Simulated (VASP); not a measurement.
# CuOs12 (a cell with a defect) in VASP: further runs

CuOs12 (a cell with a defect) is run at these levels: PBEsol; tasks: single point.

Everything below comes from runs of VASP 6.6.1. Logs are shortened: lines on timing, memory, paths and dates and some standing lists are left out, and cuts for length are marked.

### 1 The cell of the first run

The cell holds a defect, 13 atoms: a = 5.480 Å, b = 8.220 Å, c = 4.326 Å, α = 90.00°, β = 90.00°, γ = 120.00°.

### 2 Single point, PBEsol

Input file INCAR:

```
SYSTEM = CuOs12
ALGO = Normal ; EDIFF = 1E-6
ENCUT = 520 ; GGA = PS
ISIF = 2 ; ISMEAR = 0
LASPH = .TRUE. ; LCHARG = .FALSE.
LREAL = .FALSE. ; LWAVE = .FALSE.
NBANDS = 66 ; NELM = 60
PREC = Accurate ; SIGMA = 0.15
```

Input file KPOINTS:

```
k-points
0
G
  4 3 4
  0 0 0
```

Input file POSCAR:

```
CuOs12
1.0
    5.4800000000      0.0000000000      0.0000000000
   -4.1100000000      7.1187290000      0.0000000000
    0.0000000000      0.0000000000      4.3264600000
Os Cu
12 1
Direct
   -0.0051825696     -0.0102065160     -0.0128480017
    0.1829222998      0.2142237376      0.4548732717
   -0.0110644492      0.2966118762     -0.1068993906
    0.2710879307      0.6485102303      0.6312573185
   -0.0313333032      0.6635705689      0.0342050721
    0.1340350940      0.8855021697      0.4923164343
    0.4765348899     -0.0328014562     -0.0192529070
    0.6053162800      0.1764588382      0.4966606185
    0.5058123954      0.3114661397     -0.0098439564
    0.6733503205      0.5409903513      0.5448666098
    0.4953312585      0.6405112795      0.0853220733
    0.7009415556      0.9063175886      0.4703942666
   -0.0082861023      0.4285370923      0.3313197909
```

Potentials or basis: VASP PAW PBE potentials, release 64 (Os, Cu).

Launch:

```console
$ cat potpaw_PBE.64/Os/POTCAR potpaw_PBE.64/Cu/POTCAR > POTCAR
$ mpirun -np 1 vasp_std > vasp.out
```

OUTCAR:

```text
SYSTEM = CuOs12
   EDIFF = 1E-6
   ENCUT = 520
   GGA = PS
   ISIF = 2
   ISMEAR = 0
   LASPH = .TRUE.
   LREAL = .FALSE.
   NELM = 60
   PREC = Accurate

 ion  position               nearest neighbor table
   1  0.995  0.990  0.987-  12 2.52   6 2.56   3 2.57   2 2.58   6 2.60   5 2.62  12 2.64   9 2.73
                             7 2.74   7 2.75   2 2.80  11 2.84
   2  0.183  0.214  0.455-   3 2.43   8 2.49  13 2.52   9 2.53   1 2.58   6 2.58  12 2.59  10 2.71
                             9 2.78   1 2.80   3 2.87   8 3.03
   3  0.989  0.297  0.893-  13 2.18   2 2.43   8 2.50   1 2.57  13 2.66   9 2.74   4 2.75   7 2.79
                             9 2.81   2 2.87  11 2.92   5 3.13   8 3.18  12 3.33
   4  0.271  0.649  0.631-  13 2.13  11 2.34  12 2.35   5 2.45   6 2.49  11 2.68   7 2.73   3 2.75
                            10 2.78  10 2.96   5 3.10
   5  0.969  0.664  0.034-  13 2.38   4 2.45  11 2.51   6 2.53  10 2.55   1 2.62  10 2.62   7 2.66
                             9 2.74   6 2.83  11 2.99   4 3.10   3 3.13
   6  0.134  0.886  0.492-  12 2.47   4 2.49   8 2.49   5 2.53   1 2.56   2 2.58   1 2.60   7 2.68
                            10 2.70   7 2.76   5 2.83  12 3.03
   7  0.477  0.967  0.981-   8 2.57  12 2.62   5 2.66   6 2.68   8 2.69  12 2.69   4 2.73   1 2.74
                             1 2.75   9 2.75   6 2.76  11 2.78   3 2.79
   8  0.605  0.176  0.497-  13 2.21   2 2.49   6 2.49   3 2.50  12 2.53   7 2.57   9 2.59   9 2.63
                             7 2.69  10 2.84   2 3.03   3 3.18
   9  0.506  0.311  0.990-  10 2.53   2 2.53   8 2.59   8 2.63   1 2.73   5 2.74   3 2.74   7 2.75
                            13 2.76  11 2.76   2 2.78   3 2.81  10 2.90
  10  0.673  0.541  0.545-  13 2.52  11 2.52   9 2.53   5 2.55   5 2.62   6 2.70   2 2.71   4 2.78
                            11 2.81   8 2.84   9 2.90  12 2.95   4 2.96
  11  0.495  0.641  0.085-   4 2.34   5 2.51  12 2.52  10 2.52  13 2.64   4 2.68   9 2.76   7 2.78
                            10 2.81   1 2.84   3 2.92   5 2.99  12 3.26
  12  0.701  0.906  0.470-   4 2.35   6 2.47   1 2.52  11 2.52   8 2.53   2 2.59   7 2.62   1 2.64
                             7 2.69  10 2.95   6 3.03  11 3.26   3 3.33
  13  0.992  0.429  0.331-   4 2.13   3 2.18   8 2.21   5 2.38   2 2.52  10 2.52  11 2.64   3 2.66
                             9 2.76

  LATTYP: Found a simple monoclinic cell.
 ALAT       =     5.4800000000
 B/A-ratio  =     0.7895000000
 C/A-ratio  =     1.3228756879
 COS(beta)  =    -0.1889822319

  Lattice vectors:

 A1 = (   5.4800000000,   0.0000000000,   0.0000000000)
 A2 = (   0.0000000000,   0.0000000000,   4.3264600000)
 A3 = (  -1.3700000000,  -7.1187290000,   0.0000000000)

Analysis of symmetry for initial positions (statically):
=====================================================================
 Subroutine PRICEL returns:
 Original cell was already a primitive cell.

 Routine SETGRP: Setting up the symmetry group for a
 simple monoclinic supercell.

 Subroutine GETGRP returns: Found  1 space group operations
 (whereof  1 operations were pure point group operations)
 out of a pool of  4 trial point group operations.

The static configuration has the point symmetry C_1 .

Analysis of symmetry for dynamics (positions and initial velocities):
=====================================================================
 Subroutine PRICEL returns:
 Original cell was already a primitive cell.

 Routine SETGRP: Setting up the symmetry group for a
 simple monoclinic supercell.

 Subroutine GETGRP returns: Found  1 space group operations
 (whereof  1 operations were pure point group operations)
 out of a pool of  4 trial point group operations.

The dynamic configuration has the point symmetry C_1 .

 Subroutine INISYM returns: Found  1 space group operations
 (whereof  1 operations are pure point group operations),
 and found     1 'primitive' translations

----------------------------------------------------------------------------------------

                                     Primitive cell

  volume of cell :     168.7780

  direct lattice vectors                    reciprocal lattice vectors
     5.480000000  0.000000000  0.000000000     0.182481752  0.105355886  0.000000000
    -4.110000000  7.118729000  0.000000000     0.000000000  0.140474514  0.000000000
     0.000000000  0.000000000  4.326460000     0.000000000  0.000000000  0.231135848

  length of vectors
     5.480000000  8.220000157  4.326460000     0.210711776  0.140474514  0.231135848

  position of ions in fractional coordinates (direct lattice)
[... 47 lines left out ...]

  Shift w.r.t. Gamma in fractional coordinates (k-lattice)
     0.000000000  0.000000000  0.000000000

 Subroutine IBZKPT returns following result:
 ===========================================

 Found     26 irreducible k-points:

 Following reciprocal coordinates:
            Coordinates               Weight
  0.000000  0.000000  0.000000      1.000000
  0.250000  0.000000  0.000000      2.000000
  0.500000  0.000000  0.000000      1.000000
  0.000000  0.333333  0.000000      2.000000
  0.250000  0.333333  0.000000      2.000000
  0.500000  0.333333  0.000000      2.000000
[... 16 lines left out ...]
  0.000000  0.333333  0.500000      2.000000
  0.250000  0.333333  0.500000      2.000000
 [... further k-points ...]
   k-points           NKPTS =     26   k-points in BZ     NKDIM =     26   number of bands    NBANDS=     66
   number of dos      NEDOS =    301   number of ions     NIONS =     13
   total plane-waves  NPLWV =  86016
   dimension x,y,z NGX =    42 NGY =   64 NGZ =   32
   dimension x,y,z NGXF=    84 NGYF=  128 NGZF=   64
   ions per type =              12   1
   NGX,Y,Z   is equivalent  to a cutoff of  12.74, 12.94, 12.30 a.u.
   NGXF,Y,Z  is equivalent  to a cutoff of  25.48, 25.89, 24.59 a.u.
 SYSTEM =  CuOs12
   PREC   = accura    normal or accurate (medium, high low for compatibility)
   ISTART =      0    job   : 0-new  1-cont  2-samecut
   ICHARG =      2    charge: 1-file 2-atom 10-const
   ISPIN  =      1    spin polarized calculation?
   LNONCOLLINEAR =      F non collinear calculations
   LSORBIT =      F    spin-orbit coupling
   LASPH  =      T    aspherical Exc in radial PAW
   ENCUT  =  520.0 eV  38.22 Ry    6.18 a.u.  10.19 15.28  8.04*2*pi/ulx,y,z
   NELM   =     60;   NELMIN=  2; NELMDL= -5     # of ELM steps
   EDIFF  = 0.1E-05   stopping-criterion for ELM
   LREAL  =      F    real-space projection
   EDIFFG = 0.1E-04   stopping-criterion for IOM
   NSW    =      0    number of steps for IOM
   IBRION =     -1    ionic relax: 0-MD 1-quasi-New 2-CG
   NFREE  =      0    steps in history (QN), initial steepest desc. (CG)
   ISIF   =      2    stress and relaxation
   ISYM   =      2    0-nonsym 1-usesym 2-fastsym
   POTIM  = 0.5000    time-step for ionic-motion
   TEBEG  =    0.0;   TEEND  =   0.0 temperature during run
   PSTRESS=    0.0 pullay stress
   NELECT =     107.0000    total number of electrons
   NUPDOWN=      -1.0000    fix difference up-down
   EMIN   =  10.00;   EMAX   =-10.00  energy-range for DOS
   EFERMI =   0.00;   METHOD = LEGACY
   ISMEAR =     0;   SIGMA  =   0.15  broadening in eV -4-tet -1-fermi 0-gaus
   EFERMI_NEDOS =   21; number of points for ismear=-14 and -15
   IALGO  =     38    algorithm
   IMIX   =      4    mixing-type and parameters
     AMIX     =   0.40;   BMIX     =  1.00
     AMIX_MAG =   1.60;   BMIX_MAG =  1.00
  volume/ion in A,a.u.               =      12.98        87.61
  Fermi-wavevector in a.u.,A,eV,Ry     =   1.406363  2.657641 26.910388  1.977858
  Thomas-Fermi vector in A             =   2.528731
   LORBIT       =      0    0 simple, 1 ext, 2 COOP (PROOUT), +10 PAW based schemes
   GGA     = PS    functional components
   LHFCALC =     F    Hartree Fock is set to
   AEXX    =    0.0000 exact exchange contribution
   IVDW    =     0    specifies the selected vdW correction
   LEPSILON=     F    determine dielectric tensor
   LRPA    =     F    only Hartree local field effects (RPA)
 non-spin polarized calculation
 Gauss-broadening in eV      SIGMA  =   0.15
  energy-cutoff  :      520.00
  volume of cell :      168.78
 maximum number of plane-waves:      4560
 NGX is ok and might be reduce to    42
   NGX = 21   NGY = 31   NGZ = 17

 number of electron     107.0000004 magnetization

 Free energy of the ion-electron system (eV)
  ---------------------------------------------------
  ext. energy  EPLUGINS =         0.00000000
  ---------------------------------------------------
  free energy    TOTEN  =      -141.53839063 eV

  energy without entropy =     -141.43953796  energy(sigma->0) =     -141.48896430

 E-fermi :  10.2921     XC(G=0): -14.4011

 val. band max:       10.2857765230   @ k =   0.5000   0.0000   0.2500
 cond. band min:      10.2928177309   @ k =   0.0000   0.0000   0.0000
 fundamental gap:      0.0070412079
 Fermi energy:        10.2920738188

 k-point     1 :       0.0000    0.0000    0.0000
  band No.  band energies     occupation
      1      -1.2959      2.00000
      2       1.7079      2.00000
      3       1.7477      2.00000
      4       2.0703      2.00000
      5       2.5147      2.00000
      6       2.6400      2.00000
[... 1621 lines left out ...]
     64      12.0257      0.00000
     65      12.2076      0.00000

 [... further k-points ...]

 [bands above 65 left out]

------------------------ aborting loop because EDIFF is reached ----------------------------------------

  FORCE on cell =-STRESS in cart. coord.  units (eV):
  Direction    XX          YY          ZZ          XY          YZ          ZX
  --------------------------------------------------------------------------------------
  -------------------------------------------------------------------------------------
  Total       41.4204269     45.0556986     58.2981357      4.4230838      2.9226366     -1.9934332
  in kB      393.1963173    427.7052677    553.4132300     41.9875021     27.7440388    -18.9232862
  external PRESSURE =     458.1049384 kB  Pullay stress =       0.0000000 kB

 VOLUME and BASIS-vectors are now :
 -----------------------------------------------------------------------------
  energy-cutoff  :      520.00
  volume of cell :      168.78
      direct lattice vectors                 reciprocal lattice vectors
     5.480000000  0.000000000  0.000000000     0.182481752  0.105355886  0.000000000
    -4.110000000  7.118729000  0.000000000     0.000000000  0.140474514  0.000000000
     0.000000000  0.000000000  4.326460000     0.000000000  0.000000000  0.231135848

 POSITION                                       TOTAL-FORCE (eV/Angst)
 -----------------------------------------------------------------------------------
      1.38355      7.04607      4.27087        -0.004530      0.008423     -0.006954
      0.12195      1.52500      1.96799        -0.014084      0.045124      0.018118
      4.20029      2.11150      3.86396        -0.000581      0.009010      0.044212
     -1.17982      4.61657      2.73111         0.021964     -0.032103      0.001717
      2.58102      4.72378      0.14799        -0.002818     -0.014853      0.004467
     -2.90490      6.30365      2.12999         0.001356     -0.007571     -0.006188
     -1.36377      6.88522      4.24316        -0.007624      0.022490      0.027667
      2.59189      1.25616      2.14878         0.032577      0.042256     -0.016961
      1.49173      2.21724      4.28387        -0.014134      0.008358     -0.009125
      1.46649      3.85116      2.35734        -0.003876     -0.026919      0.008076
      0.08191      4.55963      0.36914        -0.007219     -0.019936     -0.061726
      0.11619      6.45183      2.03514        -0.025306     -0.039014      0.002038
      3.67330      3.05064      1.43344         0.024277      0.004734     -0.005340
 -----------------------------------------------------------------------------------
    total drift:                               -0.000074     -0.000005      0.000724

  FREE ENERGIE OF THE ION-ELECTRON SYSTEM (eV)
  ---------------------------------------------------
  free  energy   TOTEN  =      -141.5383906316 eV

  energy  without entropy=     -141.4395379587  energy(sigma->0) =     -141.48896430
```

It took 28 min on 1 thread of Oxide Virtual Turin-like, shared host; peak memory 0.38 GiB.

Results:

```yaml
Free_energy: -141.5384 eV
Pressure: 45.8 GPa
Largest_force: 0.065 eV/Å
Band_gap_on_the_k_mesh: zero (an odd number of electrons rules out a gap without spin polarisation)
```

Forces in eV/Å, atoms in the order of the input:
```
Os  -0.005  0.008 -0.007
Os  -0.014  0.045  0.018
Os  -0.001  0.009  0.044
Os   0.022 -0.032  0.002
Os  -0.003 -0.015  0.004
Os   0.001 -0.008 -0.006
Os  -0.008  0.022  0.028
Os   0.033  0.042 -0.017
Os  -0.014  0.008 -0.009
Os  -0.004 -0.027  0.008
Os  -0.007 -0.020 -0.062
Os  -0.025 -0.039  0.002
Cu   0.024  0.005 -0.005
```

Caveat: the k points lie up to 0.36 Å⁻¹ apart, too coarse for converged energies and pressures of a metal; the PAW data sets were made with another functional, which shifts forces and pressure a little; spin-orbit coupling is left out, which moves the levels of the heavy elements.

### 3 Single point, PBEsol

Input file INCAR:

```
PREC     = Accurate       # precision mode
ENCUT    = 520            # plane-wave cutoff, eV
EDIFF    = 1E-6           # SCF threshold, eV
ISMEAR   = 0              # smearing method
SIGMA    = 0.15           # smearing width, eV
LREAL    = False          # projectors in reciprocal space
LASPH    = True           # aspherical terms in the spheres
NELM     = 100            # most SCF steps
ALGO     = Normal         # electronic algorithm
ISIF     = 2              # what is computed and relaxed
LWAVE    = False          # write WAVECAR
LCHARG   = False          # write CHGCAR
GGA      = PS             # functional
NBANDS   = 66             # bands
```

Input file KPOINTS:

```
regular mesh
0
Gamma
  4 3 4
```

Input file POSCAR:

```
CuOs12
1.0
    5.4800000000      0.0000000000      0.0000000000
   -4.1100000000      7.1187290000      0.0000000000
    0.0000000000      0.0000000000      4.3264600000
Os Cu
12 1
Direct
   -0.0050844494     -0.0115680720      0.0143096276
    0.1834363625      0.2130067158      0.5467330372
   -0.0109947031      0.2951837740      0.1085771815
    0.2710968260      0.6470927223      0.3707059926
   -0.0308152989      0.6622412551     -0.0327400192
    0.1343184485      0.8841866552      0.5091198328
    0.4768195865     -0.0341171907      0.0207742830
    0.6055064646      0.1751238052      0.5049369169
    0.5059884345      0.3100597229      0.0116455399
    0.6734236235      0.5396331361      0.4567028079
    0.4962112699      0.6396722182     -0.0833379218
    0.7011640407      0.9050412911      0.5308880217
   -0.0081853954      0.4270115568      0.6703702600
```

Potentials or basis: VASP PAW PBE potentials, release 64 (Os, Cu).

Launch:

```console
$ cat potpaw_PBE.64/Os/POTCAR potpaw_PBE.64/Cu/POTCAR > POTCAR
$ mpirun -np 1 vasp_std > vasp.out
```

It took 23 min on 1 thread of Oxide Virtual Turin-like, shared host; peak memory 0.37 GiB.

The run converged. Its results:

```
Free energy            : -141.5383 eV
Pressure               : 45.7 GPa
Largest force          : 0.070 eV/Å
Band gap on the k mesh : zero (an odd number of electrons rules out a gap without spin polarisation)
```

Forces in eV/Å, atoms in the order of the input:
```
Os   0.003  0.008  0.003
Os  -0.042  0.030 -0.019
Os   0.012  0.024 -0.038
Os   0.035 -0.032 -0.021
Os  -0.015 -0.020  0.004
Os  -0.013 -0.010  0.009
Os  -0.012  0.018 -0.027
Os   0.035  0.038  0.018
Os  -0.016  0.026 -0.007
Os  -0.007 -0.014  0.002
Os  -0.006 -0.038  0.058
Os  -0.006 -0.042  0.010
Cu   0.032  0.012  0.009
```

Stress tensor (GPa, compression positive):
```
39.27  4.23  1.91
 4.23 42.71 -2.79
 1.91 -2.79 55.19
```

Levels at points of the mesh, in eV from the Fermi level:
| k point | band 50 | band 51 | band 52 | band 53 | band 54 | band 55 | band 56 | band 57 |
| --- | --- | --- | --- | --- | --- | --- | --- | --- |
| (0.00, 0.00, 0.00) | -0.73 | -0.50 | -0.19 | 0.00 | 0.23 | 0.49 | 0.64 | 0.78 |
| (0.50, 0.00, 0.00) | -1.11 | -0.88 | -0.53 | -0.44 | -0.37 | 0.01 | 0.22 | 0.32 |
| (0.00, 0.00, 0.50) | -0.77 | -0.53 | -0.20 | -0.01 | 0.05 | 0.26 | 0.59 | 0.63 |
| (0.50, 0.00, 0.50) | -0.91 | -0.60 | -0.50 | -0.34 | -0.15 | 0.21 | 0.36 | 0.39 |

Caveat: the k points lie up to 0.36 Å⁻¹ apart, too coarse for converged energies and pressures of a metal; the PAW data sets were made with another functional, which shifts forces and pressure a little; spin-orbit coupling is left out, which moves the levels of the heavy elements.
